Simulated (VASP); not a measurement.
Wanted: the native input for a VASP 6.6.1 run.

| Property | Result |
| --- | --- |
| Task | single point |
| Functional | HSE06 |
| Potentials or basis | VASP PAW PBE potentials, release 64 (Ga_d, P) |
| Cutoff | 520 eV |
| k mesh | 4 × 4 × 4 |
| Occupations | gaussian, width 0.01 eV |
| Spin | no spin polarisation |
| Dipole correction | no |
| Grid for exact exchange (PRECFOCK) | Normal |
| Further INCAR settings | ALGO = Normal; EDIFF = 1e-06; NBANDS = 16 |
| Share of exact exchange | 0.25 |
| Screening parameter | 0.2079 1/Å |

GaP:

```
Ga P
1.0
     0.00000    2.72541    2.72541
     2.72541    0.00000    2.72541
     2.72541    2.72541    0.00000
Ga P
1 1
Direct
  0.00000 0.00000 0.00000
  0.25000 0.25000 0.25000
```

One way to write it, as run:

POSCAR

```
GaP
1.0
    0.0000000000      2.7254101930      2.7254101930
    2.7254101930      0.0000000000      2.7254101930
    2.7254101930      2.7254101930      0.0000000000
Ga P
1 1
Direct
    0.0000000000      0.0000000000      0.0000000000
    0.2500000000      0.2500000000      0.2500000000
```

INCAR.step1

```
PREC     = Accurate       # precision mode
ENCUT    = 520            # plane-wave cutoff, eV
EDIFF    = 1E-5           # SCF threshold, eV
ISMEAR   = 0              # smearing method
SIGMA    = 0.01           # smearing width, eV
LREAL    = F              # projectors in reciprocal space
LASPH    = T              # aspherical terms in the spheres
NELM     = 60             # most SCF steps
ALGO     = Normal         # electronic algorithm
ISIF     = 2              # what is computed and relaxed
LWAVE    = T              # write WAVECAR
LCHARG   = F              # write CHGCAR
GGA      = PE             # functional
NBANDS   = 16             # bands
```

INCAR.step2

```
PREC     = Accurate       # precision mode
ENCUT    = 520            # plane-wave cutoff, eV
EDIFF    = 1E-6           # SCF threshold, eV
ISMEAR   = 0              # smearing method
SIGMA    = 0.01           # smearing width, eV
LREAL    = F              # projectors in reciprocal space
LASPH    = T              # aspherical terms in the spheres
NELM     = 60             # most SCF steps
ALGO     = Normal         # electronic algorithm
ISIF     = 2              # what is computed and relaxed
LWAVE    = F              # write WAVECAR
LCHARG   = F              # write CHGCAR
GGA      = PE             # functional
LHFCALC  = T              # exact exchange
HFSCREEN = 0.2079         # screening, 1/A
PRECFOCK = Normal       
ISTART   = 1            
NBANDS   = 16             # bands
```

KPOINTS

```
Automatic mesh
0
Gamma
  4 4 4
```

Potentials or basis: VASP PAW PBE potentials, release 64 (Ga_d, P).

Launch:

```console
$ cat potpaw_PBE.64/Ga_d/POTCAR potpaw_PBE.64/P/POTCAR > POTCAR
$ cp INCAR.step1 INCAR
$ mpirun -np 1 vasp_std > vasp.out
$ cp INCAR.step2 INCAR
$ mpirun -np 1 vasp_std > vasp.out
```

Results of the run:

```json
{
  "Pressure": "1.0 GPa",
  "Band gap on the k mesh": "2.31 eV (least direct gap 2.84 eV)"
}
```

Caveat: the k points lie up to 0.50 Å⁻¹ apart; the PAW data sets were made with another functional, which shifts forces and pressure a little.

Wall time 11 min on 1 thread of Intel Xeon 8259CL, on a shared host, peak memory 0.27 GiB.
